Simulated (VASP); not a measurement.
Input of a VASP 6.6.1 run:

File INCAR:

```
SYSTEM = Nb2BS
PREC = Accurate
ENCUT = 520
EDIFF = 1E-7
ISMEAR = 1
SIGMA = 0.05
LREAL = .FALSE.
LASPH = .TRUE.
NELM = 100
ALGO = Normal
ISIF = 2
LWAVE = .FALSE.
LCHARG = .TRUE.
GGA = PE
LELF = .TRUE.
LVHAR = .TRUE.
NBANDS = 45
```

Contents of KPOINTS:

```
regular mesh
0
G
  8 8 2
  0 0 0
```

Contents of POSCAR:

```
Nb2BS
1.0
    3.3730090000      0.0000000000      0.0000000000
   -1.6865040000      2.9211110000      0.0000000000
    0.0000000000      0.0000000000     11.6977960000
Nb B S
4 2 2
Direct
    0.3333330000      0.6666670000      0.1002160000
    0.6666670000      0.3333330000      0.6002160000
    0.6666670000      0.3333330000      0.8997840000
    0.3333330000      0.6666670000      0.3997840000
    0.0000000000      0.0000000000      0.0000000000
    0.0000000000      0.0000000000      0.5000000000
    0.3333330000      0.6666670000      0.7500000000
    0.6666670000      0.3333330000      0.2500000000
```

Potentials or basis: VASP PAW PBE potentials, release 64 (Nb_sv, B, S).

Run with:

```bash
$ cat potpaw_PBE.64/Nb_sv/POTCAR potpaw_PBE.64/B/POTCAR potpaw_PBE.64/S/POTCAR > POTCAR
$ mpirun -np 1 vasp_std > vasp.out
```

**Question.** Predict the largest force.

**Answer.** 0.141 eV/Å.

**Question.** Estimate the pressure.

**Answer.** -2.4 GPa.

**Question.** Predict the band gap on the k mesh.

**Answer.** Zero (bands 35 and 36 overlap by 2.51 eV).

Stress tensor (GPa, compression positive):
```
-1.74  0.00  0.00
 0.00 -1.74  0.00
 0.00  0.00 -3.75
```
